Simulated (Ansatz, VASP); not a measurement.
# SiC in VASP and in Ansatz

```
CELL_PARAMETERS angstrom
1.50746 -2.61100 0.00000
-0.02459 -0.01420 -5.19227
4.88718 2.82161 0.02964
ATOMIC_POSITIONS crystal
Si 0.50000 0.97087 0.18940
Si 0.00000 0.38655 0.33896
Si 0.50000 0.54637 0.09771
Si 0.00000 0.58621 0.68746
C 0.00000 0.97005 0.67772
C 0.50000 0.40590 0.80034
C 0.00000 0.03581 0.39608
C 0.50000 0.09824 0.81233
```

Alike in both runs: functional r2SCAN; k mesh 8 × 6 × 6; occupations gaussian, width 0.02 eV; no spin polarisation.

Ansatz relaxed the structure, and its values are those at the end. VASP's run is a single point on that final structure, the one shown.

|  | VASP | Ansatz |
| --- | --- | --- |
| version | VASP 6.6.1 | Ansatz 0.2.0 |
| potentials or method | VASP PAW PBE potentials, release 64 (Si, C), cutoff 520 eV | scalar-relativistic, plane waves, PAW |
| valence electrons in the cell | 32 | 32 |

Ansatz gave:

* gap on the k mesh at the Fermi level (eV): none
* pressure (GPa): 0.0
* rms of the force components (eV/Å): 0.007

Task: Estimate VASP's values.

Result: gap on the k mesh at the Fermi level (eV): none; pressure (GPa): 0.0; rms of the force components (eV/Å): 0.023.

VASP's potentials were made for PBE, not for r2SCAN. A gap of «none» marks a metal or a gap that the smearing closes.
